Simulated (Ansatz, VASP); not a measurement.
## CoO in VASP and in Ansatz

INCAR

```
PREC = Accurate ; ENCUT = 600
EDIFF = 1E-6 ; ISMEAR = -1
SIGMA = 0.05 ; LREAL = False
LASPH = True ; NELM = 150
ALGO = Normal ; ISIF = 3
LWAVE = False ; LCHARG = False
ISPIN = 2 ; MAGMOM = 2 0
LORBIT = 11 ; LMAXMIX = 4
GGA = PE ; IBRION = 2
NSW = 60 ; EDIFFG = -0.01
```

KPOINTS

```
regular mesh
0
Gamma
  12 12 12
```

The input POSCAR:

```
CoO
1.0
   -1.5080004400      1.5080004400      2.1072503600
    1.5080004400     -1.5080004400      2.1072503600
    1.5080004400      1.5080004400     -2.1072503600
Co O
1 1
Direct
    0.0000000000      0.0000000000      0.0000000000
    0.5000000000      0.5000000000      0.0000000000
```

File input.yaml:

```yaml
crystal:
  lattice:
    - [-1.50800044, 1.50800044, 2.10725036]
    - [1.50800044, -1.50800044, 2.10725036]
    - [1.50800044, 1.50800044, -2.10725036]
  atoms:
    - { symbol: Co, position: [0.0, 0.0, 0.0], spin: 2.0 }
    - { symbol: O, position: [0.5, 0.5, 0.0] }
hamiltonian:
  xc: pbe
  pseudopotentials: { kind: paw }
magnetization:
  spin_polarized: true
kpoints:
  mp_grid: { grid: [12, 12, 12] }
scf:
  occupations: { method: fermi_dirac, width: 0.05 }
output:
  forces: true
  stress: true
  eigenvalues: true
relax:
  f_tol: 0.01
  max_steps: 40
  cell: { stress_tol: 0.05 }
```

Alike in both runs: task relaxation of cell and atoms; functional PBE; k mesh 12 × 12 × 12; occupations fermi-dirac, width 0.05 eV; collinear spin.

|  | VASP | Ansatz |
| --- | --- | --- |
| version | VASP 6.6.1 | Ansatz 0.2.0 |
| potentials or method | VASP PAW PBE potentials, release 64 (Co, O) | Ansatz PAW |
| plane-wave cutoff (eV) | 600 | 420 |
| valence electrons in the cell | 15 | 23 |

|  | VASP | Ansatz | Ansatz less VASP |
| --- | --- | --- | --- |
| gap on the k mesh at the Fermi level, each at its own relaxed structure (eV) | none | none | - |
| net moment per atom (μB) | 1.44 | 1.46 | +0.024 |
| size of the moment on the site where the two differ most (μB) | 2.53 | 2.48 | -0.052 |
| relaxed volume (Å³/atom) | 9.54 | 9.58 | +0.047 |
| relaxed cell length with the largest relative difference (Å) | 2.993 | 3.002 | +0.0085 |

Site moments also hang on the region over which each program counts them. A gap of «none» marks a metal or a gap that the smearing closes. VASP's potentials hold 15 valence electrons a cell and Ansatz's 23, so a difference there can come from the potentials and not from the codes.

Noted on Ansatz's run: the plane-wave basis is chosen anew once the cell has moved, so the energies of steps on either side of that aren't comparable.
